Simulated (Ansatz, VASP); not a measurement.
# TePb: VASP beside Ansatz

File POSCAR:

```
TePb
1.0
    0.0000000000      3.2678368418      3.2678368418
    3.2678368418      0.0000000000      3.2678368418
    3.2678368418      3.2678368418      0.0000000000
Pb Te
1 1
Direct
    0.0000000000      0.0000000000      0.0000000000
    0.5000000000      0.5000000000      0.5000000000
```

INCAR.step1

```
  PREC = Accurate
  ENCUT = 520
  EDIFF = 1E-5
  ISMEAR = 0
  SIGMA = 0.01
  LREAL = False
  LASPH = True
  NELM = 60
  ALGO = Normal
  ISIF = 2
  LWAVE = True
  LCHARG = False
  GGA = PE
  NBANDS = 17
```

Contents of INCAR.step2:

```
  PREC = Accurate
  ENCUT = 520
  EDIFF = 1E-7
  ISMEAR = 0
  SIGMA = 0.01
  LREAL = False
  LASPH = True
  NELM = 60
  ALGO = Normal
  ISIF = 2
  LWAVE = False
  LCHARG = False
  GGA = PE
  LHFCALC = True
  AEXX = 0.2
  HFSCREEN = 0.3
  PRECFOCK = Normal
  ISTART = 1
  NBANDS = 17
```

The input KPOINTS:

```
Automatic mesh
0
Gamma
  4 4 4
```

Input for Ansatz:

```yaml
crystal:
  lattice:
    - [0.0, 3.2678368418, 3.2678368418]
    - [3.2678368418, 0.0, 3.2678368418]
    - [3.2678368418, 3.2678368418, 0.0]
  atoms:
    - { symbol: Pb, position: [0.0, 0.0, 0.0] }
    - { symbol: Te, position: [0.5, 0.5, 0.5] }
kpoints:
  mp_grid: { grid: [4, 4, 4] }
hamiltonian:
  xc: { exchange: pbe, correlation: pbe, exx: { coeff: 0.2, omega: 0.3 } }
scf:
  occupations: { method: fixed }
  n_extra_bands: 4
output:
  forces: true
  stress: true
  eigenvalues: true
```

Alike in both runs: task single point; functional PBE-based screened hybrid; k mesh 4 × 4 × 4; no spin polarisation.

|  | VASP | Ansatz |
| --- | --- | --- |
| version | VASP 6.6.1 | Ansatz 0.2.0 |
| potentials or method | VASP PAW PBE potentials, release 64 (Pb_d, Te) | plane waves |
| plane-wave cutoff (eV) | 520 | 420 |
| occupations | gaussian, width 0.01 eV | fixed |
| valence electrons in the cell | 20 | 30 |

```tsv
	VASP	Ansatz	Ansatz less VASP
gap on the k mesh at the Fermi level (eV)	1.00	1.02	+0.028
pressure (GPa)	-0.2	-0.1	+0.14
```

VASP's potentials were made for PBE, not for PBE-based screened hybrid. VASP's potentials hold 20 valence electrons a cell and Ansatz's 30, so a difference there can come from the potentials and not from the codes. Ansatz's warnings: stress exchange threshold loose, stress scf threshold loose.

Neither program's run includes spin-orbit coupling.
